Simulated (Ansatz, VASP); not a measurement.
# One calculation of Cu, two programs

The input INCAR:

```
PREC     = Accurate       # precision mode
ENCUT    = 820            # plane-wave cutoff, eV
EDIFF    = 1E-6           # SCF threshold, eV
ISMEAR   = -1             # smearing method
SIGMA    = 0.05           # smearing width, eV
LREAL    = False          # projectors in reciprocal space
LASPH    = True           # aspherical terms in the spheres
NELM     = 120            # most SCF steps
ALGO     = Normal         # electronic algorithm
ISIF     = 2              # what is computed and relaxed
LWAVE    = False          # write WAVECAR
LCHARG   = False          # write CHGCAR
GGA      = PS             # functional
NBANDS   = 26             # bands
GGA_COMPAT= False
```

Contents of KPOINTS:

```
regular mesh
0
Gamma
  12 12 7
```

POSCAR

```
Cu
1.0
    2.5837974578      0.0000000000      0.0000000000
   -1.2918987289      2.2376342367      0.0000000000
    0.0000000000      0.0000000000      4.1932301247
Cu
2
Direct
    0.6666666667      0.3333333333      0.7500000000
    0.3333333333      0.6666666667      0.2500000000
```

The input input.yaml:

```yaml
crystal:
  lattice:
    - [2.5837974578, 0.0, 0.0]
    - [-1.2918987289, 2.2376342367, 0.0]
    - [0.0, 0.0, 4.1932301247]
  atoms:
    - { symbol: Cu, position: [0.6666666667, 0.3333333333, 0.75] }
    - { symbol: Cu, position: [0.3333333333, 0.6666666667, 0.25] }
hamiltonian:
  xc: pbesol
  pseudopotentials: { kind: paw }
kpoints:
  mp_grid: { grid: [12, 12, 7] }
scf:
  occupations: { method: fermi_dirac, width: 0.05 }
output:
  forces: true
  stress: true
  eigenvalues: true
```

Alike in both runs: task single point; functional PBEsol; k mesh 12 × 12 × 7; occupations fermi-dirac, width 0.05 eV; no spin polarisation.

|  | VASP | Ansatz |
| --- | --- | --- |
| version | VASP 6.6.1 | Ansatz 0.2.0 |
| potentials or method | VASP PAW PBE potentials, release 64 (Cu_sv_GW) | Ansatz PAW |
| plane-wave cutoff (eV) | 820 | 420 |
| valence electrons in the cell | 38 | 38 |

VASP gave:

* gap on the k mesh at the Fermi level (eV): none
* pressure (GPa): -10.6

Question: What did Ansatz give for the same quantities?

Answer: gap on the k mesh at the Fermi level (eV): none; pressure (GPa): -9.4.

VASP's potentials were made for PBE, not for PBEsol. A gap of «none» marks a metal or a gap that the smearing closes.
